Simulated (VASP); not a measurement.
# TiBe2 (C15 type) (Fd-3m) in VASP: single point with LDA

Aim: the single point of TiBe2 (C15 type) with LDA.

Everything below comes from runs of VASP 6.6.1. Logs are shortened: lines on timing, memory, paths and dates and some standing lists are left out, and cuts for length are marked.

## (1) The cell of the first run

Symmetry: Fd-3m, No. 227, cubic system. Conventional cell: a = 6.298 Å, b = 6.298 Å, c = 6.298 Å, α = 90.00°, β = 90.00°, γ = 90.00°. Ti (site symmetry -43m) has 12 Be at 2.61 Å and 4 Ti at 2.73 Å within 3.4 Å. Be (site symmetry -3m) has 6 Be at 2.23 Å and 6 Ti at 2.61 Å within 2.9 Å.

## (2) Single point, LDA

The input, INCAR:

```
  PREC = Accurate
  ENCUT = 520
  EDIFF = 1E-6
  ISMEAR = -1
  SIGMA = 0.05
  LREAL = False
  LASPH = True
  NELM = 60
  ALGO = Normal
  ISIF = 2
  LWAVE = False
  LCHARG = False
  GGA = CA
  NBANDS = 25
```

The input, KPOINTS:

```
Automatic mesh
0
Gamma
  9 9 9
```

The input, POSCAR:

```
TiBe2
1.0
    0.0000000000      3.1488036271      3.1488036271
    3.1488036271      0.0000000000      3.1488036271
    3.1488036271      3.1488036271      0.0000000000
Ti Be
2 4
Direct
    0.1250000000      0.1250000000      0.1250000000
   -0.1250000000     -0.1250000000     -0.1250000000
    0.5000000000      0.5000000000      0.5000000000
    0.5000000000      0.5000000000      0.0000000000
    0.5000000000      0.0000000000      0.5000000000
    0.0000000000      0.5000000000      0.5000000000
```

Potentials or basis: VASP PAW LDA potentials, release 64 (Ti_sv, Be).

Launch:

```sh
$ cat potpaw_LDA.64/Ti_sv/POTCAR potpaw_LDA.64/Be/POTCAR > POTCAR
$ mpirun -np 1 vasp_std > vasp.out
```

OUTCAR:

```text
PREC = Accurate
   ENCUT = 520
   EDIFF = 1E-6
   ISMEAR = -1
   LREAL = False
   LASPH = True
   NELM = 60
   ISIF = 2
   GGA = CA

 ion  position               nearest neighbor table
   1  0.125  0.125  0.125-   4 2.61   5 2.61   6 2.61   3 2.61   5 2.61   6 2.61   3 2.61   4 2.61
                             6 2.61   3 2.61   4 2.61   5 2.61   2 2.73   2 2.73   2 2.73   2 2.73
   2  0.875  0.875  0.875-   3 2.61   4 2.61   5 2.61   3 2.61   4 2.61   6 2.61   3 2.61   5 2.61
                             6 2.61   4 2.61   5 2.61   6 2.61   1 2.73   1 2.73   1 2.73   1 2.73
   3  0.500  0.500  0.500-   4 2.23   5 2.23   6 2.23   4 2.23   5 2.23   6 2.23   2 2.61   1 2.61
                             2 2.61   1 2.61   2 2.61   1 2.61
   4  0.500  0.500  0.000-   3 2.23   3 2.23   5 2.23   6 2.23   5 2.23   6 2.23   1 2.61   2 2.61
                             2 2.61   1 2.61   2 2.61   1 2.61
   5  0.500  0.000  0.500-   3 2.23   4 2.23   3 2.23   4 2.23   6 2.23   6 2.23   1 2.61   1 2.61
                             2 2.61   1 2.61   2 2.61   2 2.61
   6  0.000  0.500  0.500-   3 2.23   4 2.23   5 2.23   3 2.23   4 2.23   5 2.23   1 2.61   2 2.61
                             1 2.61   2 2.61   1 2.61   2 2.61

  LATTYP: Found a face centered cubic cell.
 ALAT       =     6.2976072542

  Lattice vectors:

 A1 = (   0.0000000000,   3.1488036271,   3.1488036271)
 A2 = (   3.1488036271,   0.0000000000,   3.1488036271)
 A3 = (   3.1488036271,   3.1488036271,   0.0000000000)

Analysis of symmetry for initial positions (statically):
=====================================================================
 Subroutine PRICEL returns:
 Original cell was already a primitive cell.

 Routine SETGRP: Setting up the symmetry group for a
 face centered cubic supercell.

 Subroutine GETGRP returns: Found 48 space group operations
 (whereof 12 operations were pure point group operations)
 out of a pool of 48 trial point group operations.

The static configuration has the point symmetry D_3d.
 The point group associated with its full space group is O_h .

Analysis of symmetry for dynamics (positions and initial velocities):
=====================================================================
 Subroutine PRICEL returns:
 Original cell was already a primitive cell.

 Routine SETGRP: Setting up the symmetry group for a
 face centered cubic supercell.

 Subroutine GETGRP returns: Found 48 space group operations
 (whereof 12 operations were pure point group operations)
 out of a pool of 48 trial point group operations.

The dynamic configuration has the point symmetry D_3d.
 The point group associated with its full space group is O_h .

 Subroutine INISYM returns: Found 48 space group operations
 (whereof 12 operations are pure point group operations),
 and found     1 'primitive' translations

----------------------------------------------------------------------------------------

                                     Primitive cell

  volume of cell :      62.4406

  direct lattice vectors                    reciprocal lattice vectors
     0.000000000  3.148803627  3.148803627    -0.158790467  0.158790467  0.158790467
     3.148803627  0.000000000  3.148803627     0.158790467 -0.158790467  0.158790467
     3.148803627  3.148803627  0.000000000     0.158790467  0.158790467 -0.158790467

  length of vectors
     4.453080795  4.453080795  4.453080795     0.275033157  0.275033157  0.275033157

  position of ions in fractional coordinates (direct lattice)
     0.125000000  0.125000000  0.125000000
     0.875000000  0.875000000  0.875000000
     0.500000000  0.500000000  0.500000000
     0.500000000  0.500000000  0.000000000
     0.500000000  0.000000000  0.500000000
     0.000000000  0.500000000  0.500000000

  ion indices of the primitive-cell ions
   primitive index   ion index
                 1           1
                 2           2
                 3           3
                 4           4
                 5           5
                 6           6

----------------------------------------------------------------------------------------

 KPOINTS: Automatic mesh

Automatic generation of k-mesh.
 Grid dimensions read from file:
 generate k-points for:    9    9    9

 Generating k-lattice:

  Cartesian coordinates                     Fractional coordinates (reciprocal lattice)
    -0.017643385  0.017643385  0.017643385     0.111111111  0.000000000  0.000000000
     0.017643385 -0.017643385  0.017643385     0.000000000  0.111111111  0.000000000
     0.017643385  0.017643385 -0.017643385     0.000000000  0.000000000  0.111111111

  Length of vectors
     0.030559240  0.030559240  0.030559240

  Shift w.r.t. Gamma in fractional coordinates (k-lattice)
     0.000000000  0.000000000  0.000000000

 Subroutine IBZKPT returns following result:
 ===========================================

 Found     35 irreducible k-points:

 Following reciprocal coordinates:
            Coordinates               Weight
  0.000000  0.000000  0.000000      1.000000
  0.111111  0.000000  0.000000      8.000000
  0.222222  0.000000  0.000000      8.000000
  0.333333  0.000000  0.000000      8.000000
  0.444444  0.000000  0.000000      8.000000
  0.111111  0.111111  0.000000      6.000000
[... 16 lines left out ...]
 -0.333333  0.333333  0.000000     12.000000
  0.444444  0.444444  0.000000      6.000000
 [... further k-points ...]
   k-points           NKPTS =     35   k-points in BZ     NKDIM =     35   number of bands    NBANDS=     25
   number of dos      NEDOS =    301   number of ions     NIONS =      6
   total plane-waves  NPLWV =  46656
   dimension x,y,z NGX =    36 NGY =   36 NGZ =   36
   dimension x,y,z NGXF=    72 NGYF=   72 NGZF=   72
   ions per type =               2   4
   NGX,Y,Z   is equivalent  to a cutoff of  13.44, 13.44, 13.44 a.u.
   NGXF,Y,Z  is equivalent  to a cutoff of  26.88, 26.88, 26.88 a.u.
 SYSTEM =  unknown system
   PREC   = accura    normal or accurate (medium, high low for compatibility)
   ISTART =      0    job   : 0-new  1-cont  2-samecut
   ICHARG =      2    charge: 1-file 2-atom 10-const
   ISPIN  =      1    spin polarized calculation?
   LNONCOLLINEAR =      F non collinear calculations
   LSORBIT =      F    spin-orbit coupling
   LASPH  =      T    aspherical Exc in radial PAW
   ENCUT  =  520.0 eV  38.22 Ry    6.18 a.u.   8.28  8.28  8.28*2*pi/ulx,y,z
   NELM   =     60;   NELMIN=  2; NELMDL= -5     # of ELM steps
   EDIFF  = 0.1E-05   stopping-criterion for ELM
   LREAL  =      F    real-space projection
   EDIFFG = 0.1E-04   stopping-criterion for IOM
   NSW    =      0    number of steps for IOM
   IBRION =     -1    ionic relax: 0-MD 1-quasi-New 2-CG
   NFREE  =      0    steps in history (QN), initial steepest desc. (CG)
   ISIF   =      2    stress and relaxation
   ISYM   =      2    0-nonsym 1-usesym 2-fastsym
   POTIM  = 0.5000    time-step for ionic-motion
   TEBEG  =    0.0;   TEEND  =   0.0 temperature during run
   PSTRESS=    0.0 pullay stress
   NELECT =      32.0000    total number of electrons
   NUPDOWN=      -1.0000    fix difference up-down
   EMIN   =  10.00;   EMAX   =-10.00  energy-range for DOS
   EFERMI =   0.00;   METHOD = LEGACY
   ISMEAR =    -1;   SIGMA  =   0.05  broadening in eV -4-tet -1-fermi 0-gaus
   EFERMI_NEDOS =   21; number of points for ismear=-14 and -15
   IALGO  =     38    algorithm
   IMIX   =      4    mixing-type and parameters
     AMIX     =   0.40;   BMIX     =  1.00
     AMIX_MAG =   1.60;   BMIX_MAG =  1.00
  volume/ion in A,a.u.               =      10.41        70.23
  Fermi-wavevector in a.u.,A,eV,Ry     =   1.310094  2.475719 23.352322  1.716347
  Thomas-Fermi vector in A             =   2.440648
   LORBIT       =      0    0 simple, 1 ext, 2 COOP (PROOUT), +10 PAW based schemes
   GGA     = CA    functional components
   LHFCALC =     F    Hartree Fock is set to
   AEXX    =    0.0000 exact exchange contribution
   IVDW    =     0    specifies the selected vdW correction
   LEPSILON=     F    determine dielectric tensor
   LRPA    =     F    only Hartree local field effects (RPA)
 non-spin polarized calculation
  energy-cutoff  :      520.00
  volume of cell :       62.44
 maximum number of plane-waves:      1705
 NGX is ok and might be reduce to    36
   NGX = 17   NGY = 17   NGZ = 17

 number of electron      31.9999995 magnetization

 Free energy of the ion-electron system (eV)
  ---------------------------------------------------
  ext. energy  EPLUGINS =         0.00000000
  ---------------------------------------------------
  free energy    TOTEN  =       -34.89225567 eV

  energy without entropy =      -34.82250005  energy(sigma->0) =      -34.85737786

 E-fermi :   7.2182     XC(G=0): -11.5037

 val. band max:        7.2127673187   @ k =  -0.2222   0.3333   0.1111
 cond. band min:       7.2188805374   @ k =   0.4444   0.0000   0.0000
 fundamental gap:      0.0061132187
 Fermi energy:         7.2181706429

 k-point     1 :       0.0000    0.0000    0.0000
  band No.  band energies     occupation
      1     -48.3544      2.00000
      2     -48.1745      2.00000
      3     -25.1045      2.00000
      4     -25.1045      2.00000
      5     -25.1045      2.00000
      6     -24.7797      2.00000
[... 17 lines left out ...]
     24      12.9533      0.00000
     25      13.5118      0.00000

 k-point     2 :       0.1111    0.0000    0.0000
  band No.  band energies     occupation
      1     -48.3504      2.00000
      2     -48.1786      2.00000
      3     -25.1100      2.00000
      4     -25.1100      2.00000
      5     -25.1055      2.00000
      6     -24.7800      2.00000
[... 17 lines left out ...]
     24      13.2082      0.00000
     25      13.5796      0.00000
[... 586 lines left out ...]
     24      11.7905      0.00000
     25      14.1251      0.00000

 k-point    24 :       0.4444    0.4444    0.0000
  band No.  band energies     occupation
      1     -48.2803      2.00000
      2     -48.2491      2.00000
      3     -25.1872      2.00000
      4     -25.1872      2.00000
      5     -24.9767      2.00000
      6     -24.9201      2.00000
[... 17 lines left out ...]
     24      11.0904      0.00000
     25      14.5547      0.00000

 [... further k-points ...]

------------------------ aborting loop because EDIFF is reached ----------------------------------------

  FORCE on cell =-STRESS in cart. coord.  units (eV):
  Direction    XX          YY          ZZ          XY          YZ          ZX
  --------------------------------------------------------------------------------------
  -------------------------------------------------------------------------------------
  Total        0.1692118      0.1692118      0.1692118     -0.0000000      0.0000000      0.0000000
  in kB        4.3418477      4.3418477      4.3418477     -0.0000000      0.0000000      0.0000000
  external PRESSURE =       4.3418477 kB  Pullay stress =       0.0000000 kB

 VOLUME and BASIS-vectors are now :
 -----------------------------------------------------------------------------
  energy-cutoff  :      520.00
  volume of cell :       62.44
      direct lattice vectors                 reciprocal lattice vectors
     0.000000000  3.148803627  3.148803627    -0.158790467  0.158790467  0.158790467
     3.148803627  0.000000000  3.148803627     0.158790467 -0.158790467  0.158790467
     3.148803627  3.148803627  0.000000000     0.158790467  0.158790467 -0.158790467

 POSITION                                       TOTAL-FORCE (eV/Angst)
 -----------------------------------------------------------------------------------
      0.78720      0.78720      0.78720         0.000000      0.000000     -0.000000
      5.51041      5.51041      5.51041        -0.000000     -0.000000     -0.000000
      3.14880      3.14880      3.14880        -0.000000      0.000000      0.000000
      1.57440      1.57440      3.14880        -0.000000      0.000000      0.000000
      1.57440      3.14880      1.57440        -0.000000      0.000000      0.000000
      3.14880      1.57440      1.57440        -0.000000      0.000000      0.000000
 -----------------------------------------------------------------------------------
    total drift:                                0.000000      0.000000      0.000000

  FREE ENERGIE OF THE ION-ELECTRON SYSTEM (eV)
  ---------------------------------------------------
  free  energy   TOTEN  =       -34.8922556695 eV

  energy  without entropy=      -34.8225000480  energy(sigma->0) =      -34.85737786
```

Wall time 2.4 min (1 thread of AMD EPYC 7R43 (Zen 3), shared host); peak memory 0.16 GiB.

What came out:

* Free energy: -34.8923 eV
* Pressure: 0.4 GPa
* Band gap on the k mesh: zero (bands 16 and 17 overlap by 0.94 eV)

Levels at points of the mesh, in eV from the Fermi level:
```
           k point  band 14  band 15  band 16  band 17  band 18  band 19
(0.00, 0.00, 0.00)    -1.83    -1.83    -0.58    -0.58    -0.58     3.19
```
